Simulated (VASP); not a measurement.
# ZnSe (F-43m) in VASP: notebook, part 2 of 2

VASP 6.6.1. The steps go on from the part before.

## Step 3: Relaxation of cell and atoms, r2SCAN+D4

POSCAR

```
ZnSe
1.0
    4.0075980000      0.0000000000      0.0000000000
    2.0037990000      3.4706816762      0.0000000000
    2.0037990000      1.1568938921      3.2721900647
Zn Se
1 1
Direct
    0.0000000000      0.0000000000      0.0000000000
    0.2500000000      0.2500000000      0.2500000000
```

INCAR.step1

```
SYSTEM = ZnSe
PREC = Accurate ; ENCUT = 550
ISMEAR = -1 ; SIGMA = 0.01
LREAL = .FALSE. ; LASPH = .TRUE.
NELM = 120 ; ISYM = -1
GGA = PE ; ALGO = Normal
EDIFF = 1E-5 ; LWAVE = .TRUE.
LCHARG = .FALSE. ; GGA_COMPAT = .FALSE.
IBRION = 2 ; ISIF = 3
EDIFFG = -0.005 ; NELMIN = 4
NSW = 100
```

INCAR.step2

```
SYSTEM = ZnSe
PREC = Accurate ; ENCUT = 550
EDIFF = 1E-7 ; ISMEAR = -1
SIGMA = 0.01 ; LREAL = .FALSE.
LASPH = .TRUE. ; NELM = 120
ALGO = Normal ; ISIF = 3
LWAVE = .FALSE. ; LCHARG = .FALSE.
METAGGA = R2SCAN ; LMIXTAU = .TRUE.
IVDW = 13 ; VDW_S6 = 1.0
VDW_S8 = 0.6018749 ; VDW_A1 = 0.51559235
VDW_A2 = 5.77342911 ; IBRION = 2
NSW = 80 ; EDIFFG = -0.01
ISYM = -1 ; ISTART = 1
GGA_COMPAT = .FALSE. ; NELMIN = 4
```

KPOINTS

```
explicit points
108
Reciprocal
  0.08333333   0.08333333   0.08333333 2
  0.08333333   0.08333333   0.25000000 2
  0.08333333   0.08333333   0.41666667 2
  0.08333333   0.08333333   0.58333333 2
  0.08333333   0.08333333   0.75000000 2
  0.08333333   0.08333333   0.91666667 2
  0.08333333   0.25000000   0.08333333 2
  0.08333333   0.25000000   0.25000000 2
  0.08333333   0.25000000   0.41666667 2
  0.08333333   0.25000000   0.58333333 2
  0.08333333   0.25000000   0.75000000 2
  0.08333333   0.25000000   0.91666667 2
  0.08333333   0.41666667   0.08333333 2
  0.08333333   0.41666667   0.25000000 2
  0.08333333   0.41666667   0.41666667 2
  0.08333333   0.41666667   0.58333333 2
  0.08333333   0.41666667   0.75000000 2
  0.08333333   0.41666667   0.91666667 2
  0.08333333   0.58333333   0.08333333 2
  0.08333333   0.58333333   0.25000000 2
  0.08333333   0.58333333   0.41666667 2
  0.08333333   0.58333333   0.58333333 2
  0.08333333   0.58333333   0.75000000 2
  0.08333333   0.58333333   0.91666667 2
  0.08333333   0.75000000   0.08333333 2
  0.08333333   0.75000000   0.25000000 2
  0.08333333   0.75000000   0.41666667 2
  0.08333333   0.75000000   0.58333333 2
  0.08333333   0.75000000   0.75000000 2
  0.08333333   0.75000000   0.91666667 2
  0.08333333   0.91666667   0.08333333 2
  0.08333333   0.91666667   0.25000000 2
  0.08333333   0.91666667   0.41666667 2
  0.08333333   0.91666667   0.58333333 2
  0.08333333   0.91666667   0.75000000 2
  0.08333333   0.91666667   0.91666667 2
  0.25000000   0.08333333   0.08333333 2
  0.25000000   0.08333333   0.25000000 2
  0.25000000   0.08333333   0.41666667 2
  0.25000000   0.08333333   0.58333333 2
  0.25000000   0.08333333   0.75000000 2
  0.25000000   0.08333333   0.91666667 2
  0.25000000   0.25000000   0.08333333 2
  0.25000000   0.25000000   0.25000000 2
  0.25000000   0.25000000   0.41666667 2
  0.25000000   0.25000000   0.58333333 2
  0.25000000   0.25000000   0.75000000 2
  0.25000000   0.25000000   0.91666667 2
  0.25000000   0.41666667   0.08333333 2
  0.25000000   0.41666667   0.25000000 2
  0.25000000   0.41666667   0.41666667 2
  0.25000000   0.41666667   0.58333333 2
  0.25000000   0.41666667   0.75000000 2
  0.25000000   0.41666667   0.91666667 2
  0.25000000   0.58333333   0.08333333 2
  0.25000000   0.58333333   0.25000000 2
  0.25000000   0.58333333   0.41666667 2
  0.25000000   0.58333333   0.58333333 2
  0.25000000   0.58333333   0.75000000 2
  0.25000000   0.58333333   0.91666667 2
  0.25000000   0.75000000   0.08333333 2
  0.25000000   0.75000000   0.25000000 2
  0.25000000   0.75000000   0.41666667 2
  0.25000000   0.75000000   0.58333333 2
  0.25000000   0.75000000   0.75000000 2
  0.25000000   0.75000000   0.91666667 2
  0.25000000   0.91666667   0.08333333 2
  0.25000000   0.91666667   0.25000000 2
  0.25000000   0.91666667   0.41666667 2
  0.25000000   0.91666667   0.58333333 2
  0.25000000   0.91666667   0.75000000 2
  0.25000000   0.91666667   0.91666667 2
  0.41666667   0.08333333   0.08333333 2
  0.41666667   0.08333333   0.25000000 2
  0.41666667   0.08333333   0.41666667 2
  0.41666667   0.08333333   0.58333333 2
  0.41666667   0.08333333   0.75000000 2
  0.41666667   0.08333333   0.91666667 2
  0.41666667   0.25000000   0.08333333 2
  0.41666667   0.25000000   0.25000000 2
  0.41666667   0.25000000   0.41666667 2
  0.41666667   0.25000000   0.58333333 2
  0.41666667   0.25000000   0.75000000 2
  0.41666667   0.25000000   0.91666667 2
  0.41666667   0.41666667   0.08333333 2
  0.41666667   0.41666667   0.25000000 2
  0.41666667   0.41666667   0.41666667 2
  0.41666667   0.41666667   0.58333333 2
  0.41666667   0.41666667   0.75000000 2
  0.41666667   0.41666667   0.91666667 2
  0.41666667   0.58333333   0.08333333 2
  0.41666667   0.58333333   0.25000000 2
  0.41666667   0.58333333   0.41666667 2
  0.41666667   0.58333333   0.58333333 2
  0.41666667   0.58333333   0.75000000 2
  0.41666667   0.58333333   0.91666667 2
  0.41666667   0.75000000   0.08333333 2
  0.41666667   0.75000000   0.25000000 2
  0.41666667   0.75000000   0.41666667 2
  0.41666667   0.75000000   0.58333333 2
  0.41666667   0.75000000   0.75000000 2
  0.41666667   0.75000000   0.91666667 2
  0.41666667   0.91666667   0.08333333 2
  0.41666667   0.91666667   0.25000000 2
  0.41666667   0.91666667   0.41666667 2
  0.41666667   0.91666667   0.58333333 2
  0.41666667   0.91666667   0.75000000 2
  0.41666667   0.91666667   0.91666667 2
```

Potentials or basis: VASP PAW PBE potentials, release 64 (Zn, Se).

The run is started by

```sh
> cat potpaw_PBE.64/Zn/POTCAR potpaw_PBE.64/Se/POTCAR > POTCAR
> cp INCAR.step1 INCAR
> mpirun -np 1 vasp_std > vasp.out
> cp INCAR.step2 INCAR
> mpirun -np 1 vasp_std > vasp.out
```

OUTCAR:

```text
SYSTEM = ZnSe
   PREC = Accurate
   ENCUT = 550
   EDIFF = 1E-7
   ISMEAR = -1
   LREAL = .FALSE.
   LASPH = .TRUE.
   NELM = 120
   ISIF = 3
   METAGGA = R2SCAN
   IVDW = 13
   IBRION = 2
   NSW = 80
   EDIFFG = -0.01
   ISYM = -1
   ISTART = 1
   NELMIN = 4

 ion  position               nearest neighbor table
   1  0.000  0.000  0.000-   2 2.45   2 2.45   2 2.45   2 2.45
   2  0.250  0.250  0.250-   1 2.45   1 2.45   1 2.45   1 2.45

IMPORTANT INFORMATION: All symmetrisations will be switched off!
NOSYMM: (Re-)initialisation of all symmetry stuff for point group C_1.

----------------------------------------------------------------------------------------

                                     Primitive cell

  volume of cell :      45.5132

  direct lattice vectors                    reciprocal lattice vectors
     4.007598000  0.000000000  0.000000000     0.249526025 -0.144063918 -0.101868573
     2.003799000  3.470681676  0.000000000     0.000000000  0.288127836 -0.101868573
     2.003799000  1.156893892  3.272190065     0.000000000  0.000000000  0.305605720

  length of vectors
     4.007598000  4.007598000  4.007598000     0.305605720  0.305605720  0.305605720

  position of ions in fractional coordinates (direct lattice)
     0.000000000  0.000000000  0.000000000
     0.250000000  0.250000000  0.250000000

  ion indices of the primitive-cell ions
   primitive index   ion index
                 1           1
                 2           2

----------------------------------------------------------------------------------------

 KPOINTS: explicit points

Read explicit list of k-points.

 Found    108 k-points:

 Following reciprocal coordinates:
            Coordinates               Weight
  0.083333  0.083333  0.083333      0.009259
  0.083333  0.083333  0.250000      0.009259
  0.083333  0.083333  0.416667      0.009259
  0.083333  0.083333  0.583333      0.009259
  0.083333  0.083333  0.750000      0.009259
  0.083333  0.083333  0.916667      0.009259
[... 16 lines left out ...]
  0.083333  0.583333  0.750000      0.009259
  0.083333  0.583333  0.916667      0.009259
 [... further k-points ...]
   k-points           NKPTS =    108   k-points in BZ     NKDIM =    108   number of bands    NBANDS=     13
   number of dos      NEDOS =    301   number of ions     NIONS =      2
   total plane-waves  NPLWV =  32768
   dimension x,y,z NGX =    32 NGY =   32 NGZ =   32
   dimension x,y,z NGXF=    64 NGYF=   64 NGZF=   64
   ions per type =               1   1
   NGX,Y,Z   is equivalent  to a cutoff of  13.27, 13.27, 13.27 a.u.
   NGXF,Y,Z  is equivalent  to a cutoff of  26.55, 26.55, 26.55 a.u.
 SYSTEM =  ZnSe
   PREC   = accura    normal or accurate (medium, high low for compatibility)
   ISTART =      1    job   : 0-new  1-cont  2-samecut
   ICHARG =      0    charge: 1-file 2-atom 10-const
   ISPIN  =      1    spin polarized calculation?
   LNONCOLLINEAR =      F non collinear calculations
   LSORBIT =      F    spin-orbit coupling
   LASPH  =      T    aspherical Exc in radial PAW
   ENCUT  =  550.0 eV  40.42 Ry    6.36 a.u.   7.66  7.66  7.66*2*pi/ulx,y,z
   NELM   =    120;   NELMIN=  4; NELMDL=  0     # of ELM steps
   EDIFF  = 0.1E-06   stopping-criterion for ELM
   LREAL  =      F    real-space projection
   EDIFFG = -.1E-01   stopping-criterion for IOM
   NSW    =     80    number of steps for IOM
   IBRION =      2    ionic relax: 0-MD 1-quasi-New 2-CG
   NFREE  =      1    steps in history (QN), initial steepest desc. (CG)
   ISIF   =      3    stress and relaxation
   ISYM   =     -1    0-nonsym 1-usesym 2-fastsym
   POTIM  = 0.5000    time-step for ionic-motion
   TEBEG  =    0.0;   TEEND  =   0.0 temperature during run
   PSTRESS=    0.0 pullay stress
   NELECT =      18.0000    total number of electrons
   NUPDOWN=      -1.0000    fix difference up-down
   EMIN   =  10.00;   EMAX   =-10.00  energy-range for DOS
   EFERMI =   0.00;   METHOD = LEGACY
   ISMEAR =    -1;   SIGMA  =   0.01  broadening in eV -4-tet -1-fermi 0-gaus
   EFERMI_NEDOS =   21; number of points for ismear=-14 and -15
   IALGO  =     38    algorithm
   IMIX   =      4    mixing-type and parameters
     AMIX     =   0.40;   BMIX     =  1.00
     AMIX_MAG =   1.60;   BMIX_MAG =  1.00
  volume/ion in A,a.u.               =      22.76       153.57
  Fermi-wavevector in a.u.,A,eV,Ry     =   1.201674  2.270834 19.647077  1.444019
  Thomas-Fermi vector in A             =   2.337476
   LORBIT       =      0    0 simple, 1 ext, 2 COOP (PROOUT), +10 PAW based schemes
   METAGGA = R2SCAN    functional components
   LHFCALC =     F    Hartree Fock is set to
   AEXX    =    0.0000 exact exchange contribution
   IVDW    =    13    specifies the selected vdW correction
   LEPSILON=     F    determine dielectric tensor
   LRPA    =     F    only Hartree local field effects (RPA)
 conjugate gradient relaxation of ions
 non-spin polarized calculation
  energy-cutoff  :      550.00
  volume of cell :       45.51
 maximum number of plane-waves:      1345
 NGX is ok and might be reduce to    32
   NGX = 15   NGY = 15   NGZ = 15

--------------------------------------- Ionic step        1  -------------------------------------------

 number of electron      17.9999991 magnetization

 Free energy of the ion-electron system (eV)
  ---------------------------------------------------
  ext. energy  EPLUGINS =         0.00000000
  ---------------------------------------------------
  free energy    TOTEN  =       -24.90972064 eV

  energy without entropy =      -24.90972064  energy(sigma->0) =      -24.90972064

------------------------ aborting loop because EDIFF is reached ----------------------------------------

  DFT-D4 for vdW energy calculation

  Edisp (eV):   -0.22939

  FORCE on cell =-STRESS in cart. coord.  units (eV):
  Direction    XX          YY          ZZ          XY          YZ          ZX
  --------------------------------------------------------------------------------------
  -------------------------------------------------------------------------------------
  Total      -0.21328    -0.20199    -0.19923    -0.00978    -0.00399    -0.00691
  in kB      -7.50804    -7.11066    -7.01339    -0.34414    -0.14050    -0.24332
  external pressure =       -7.21 kB  Pullay stress =        0.00 kB
[... 101 lines left out ...]
  energy  without entropy=      -25.1405122945  energy(sigma->0) =      -25.14051229

--------------------------------------- Ionic step        4  -------------------------------------------

 number of electron      17.9999986 magnetization

 Free energy of the ion-electron system (eV)
  ---------------------------------------------------
  ext. energy  EPLUGINS =         0.00000000
  ---------------------------------------------------
  free energy    TOTEN  =       -24.90875926 eV

  energy without entropy =      -24.90875926  energy(sigma->0) =      -24.90875926

 E-fermi :   1.5685     XC(G=0):  -9.9744

 val. band max:        1.3204474633   @ k =   0.0833   0.0833   0.0833
 cond. band min:       3.8541651976   @ k =   0.0833   0.0833   0.0833
 fundamental gap:      2.5337177343
 Fermi energy:         1.5685197041

 k-point     1 :       0.0833    0.0833    0.0833
  band No.  band energies     occupation
      1     -12.3460      2.00000
      2      -5.3379      2.00000
      3      -5.3321      2.00000
      4      -5.3321      2.00000
      5      -4.9221      2.00000
      6      -4.9221      2.00000
      7       0.7118      2.00000
      8       1.3204      2.00000
      9       1.3204      2.00000
     10       3.8542      0.00000
     11       7.6404      0.00000
     12       7.8308      0.00000
     13       7.8308      0.00000
[... 353 lines left out ...]
 k-point    24 :       0.0833    0.5833    0.9167
  band No.  band energies     occupation
      1     -11.5517      2.00000
      2      -5.2390      2.00000
      3      -5.2182      2.00000
      4      -4.9877      2.00000
      5      -4.9071      2.00000
      6      -4.8498      2.00000
      7      -3.4471      2.00000
      8      -0.3862      2.00000
      9       0.2942      2.00000
     10       5.5002      0.00000
     11       7.6518      0.00000
     12       8.9438      0.00000
     13      10.0427      0.00000

 [... further k-points ...]

------------------------ aborting loop because EDIFF is reached ----------------------------------------

  DFT-D4 for vdW energy calculation

  Edisp (eV):   -0.23174

  FORCE on cell =-STRESS in cart. coord.  units (eV):
  Direction    XX          YY          ZZ          XY          YZ          ZX
  --------------------------------------------------------------------------------------
  -------------------------------------------------------------------------------------
  Total      -0.00316     0.00053     0.00145    -0.00319    -0.00130    -0.00226
  in kB      -0.11247     0.01882     0.05152    -0.11368    -0.04641    -0.08040
  external pressure =       -0.01 kB  Pullay stress =        0.00 kB
[... 17 lines left out ...]
  FREE ENERGIE OF THE ION-ELECTRON SYSTEM (eV)
  ---------------------------------------------------
  free  energy   TOTEN  =       -25.1405012424 eV

  energy  without entropy=      -25.1405012424  energy(sigma->0) =      -25.14050124

 reached required accuracy - stopping structural energy minimisation
```

Run time: 13 min. Hardware: 1 thread of Intel Xeon Platinum 8488C (Sapphire Rapids), shared host; peak memory 0.25 GiB.

Results:

```
Free energy                           : -25.1405 eV
Relaxed volume                        : 22.51 Å³/atom
Relaxed cell                          : a = 3.992 Å, b = 3.992 Å, c = 3.992 Å, α = 60.02°, β = 60.02°, γ = 60.02°
Space group after relaxing (to 0.1 Å) : F-43m (No. 216)
Energy gained by relaxing             : 0.7 meV/atom
Ionic steps                           : 4
Pressure after relaxing               : 0.0 GPa
Band gap on the k mesh                : 2.53 eV
Dispersion energy per atom            : -0.116 eV
```

The path:
| step | energy change (eV) | largest force (eV/Å) | pressure (GPa) | volume (Å³) |
| --- | --- | --- | --- | --- |
| 1 | 0.0000 | 0.0022 | -0.72 | 45.51 |
| 2 | -0.0013 | 0.0033 | 0.25 | 44.84 |
| 3 | -0.0014 | 0.0022 | 0.07 | 44.96 |
| 4 | -0.0014 | 0.0018 | 0.00 | 45.01 |

Final structure:
```yaml
crystal:
  lattice:
    - [3.99220, -0.00071, -0.00050]
    - [1.99549, 3.45770, -0.00050]
    - [1.99549, 1.15210, 3.26011]
  atoms:
    - { symbol: Zn, position: [0.00001, 0.00001, 0.00001] }
    - { symbol: Se, position: [0.24999, 0.24999, 0.24999] }
```

Levels at points of the mesh, in eV from the valence-band top:
```
           k point  band 6  band 7  band 8  band 9  band 10  band 11  band 12  band 13
(0.08, 0.08, 0.08)   -6.24   -0.61    0.00    0.00     2.53     6.32     6.51     6.51
```

Caveat: the PAW data sets were made with another functional, which shifts forces and pressure a little; a shifted mesh leaves out Γ, where band edges can lie. r2SCAN opens gaps a little over a GGA but as a rule still falls short of measured ones.
